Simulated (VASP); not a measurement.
Input of a VASP 6.6.1 run:

Contents of POSCAR:

```
SiC
1.0
    3.0810000000      0.0000000000      0.0000000000
   -1.5405000000      2.6682242691      0.0000000000
    0.0000000000      0.0000000000     15.1248000000
Si C
6 6
Direct
    0.0000000000      0.0000000000     -0.0002924567
    0.0000000000      0.0000000000      0.4997075433
    0.3333333333      0.6666666667      0.1665157552
    0.6666666667      0.3333333333      0.6665157552
    0.6666666667      0.3333333333      0.3329959359
    0.3333333333      0.6666666667      0.8329959359
    0.3333333333      0.6666666667      0.0414983226
    0.6666666667      0.3333333333      0.5414983226
    0.6666666667      0.3333333333      0.2080157494
    0.3333333333      0.6666666667      0.7080157494
    0.0000000000      0.0000000000      0.3743666936
    0.0000000000      0.0000000000      0.8743666936
```

INCAR.step1

```
SYSTEM = SiC
PREC = Accurate
ENCUT = 520
ISMEAR = -1
SIGMA = 0.02
LREAL = .FALSE.
LASPH = .TRUE.
NELM = 80
NBANDS = 36
GGA = PE
ALGO = Normal
EDIFF = 1E-4
LWAVE = .TRUE.
LCHARG = .FALSE.
```

Contents of INCAR.step2:

```
SYSTEM = SiC
PREC = Accurate
ENCUT = 520
EDIFF = 1E-8
ISMEAR = -1
SIGMA = 0.02
LREAL = .FALSE.
LASPH = .TRUE.
NELM = 80
ALGO = Normal
ISIF = 2
LWAVE = .FALSE.
LCHARG = .FALSE.
METAGGA = R2SCAN
LMIXTAU = .TRUE.
LEFG = .TRUE.
NBANDS = 36
ISTART = 1
```

The input KPOINTS:

```
Automatic mesh
0
G
  10 10 2
  0 0 0
```

Potentials or basis: VASP PAW PBE potentials, release 64 (Si, C).

Command:

```console
$ cat potpaw_PBE.64/Si/POTCAR potpaw_PBE.64/C/POTCAR > POTCAR
$ cp INCAR.step1 INCAR
$ mpirun -np 1 vasp_std > vasp.out
$ cp INCAR.step2 INCAR
$ mpirun -np 1 vasp_std > vasp.out
```

(1) Predict the pressure.

(2) What does it give for the largest force?

(3) Estimate the band gap on the k mesh.

Answers

(1) -0.8 GPa.

(2) 0.016 eV/Å.

(3) 2.40 eV (least direct gap 3.56 eV).

Caveat: without QUAD_EFG the Cq values of the log hold for a quadrupole moment of 1 mb, not for the nuclei; the PAW data sets were made with another functional, which shifts forces and pressure a little.
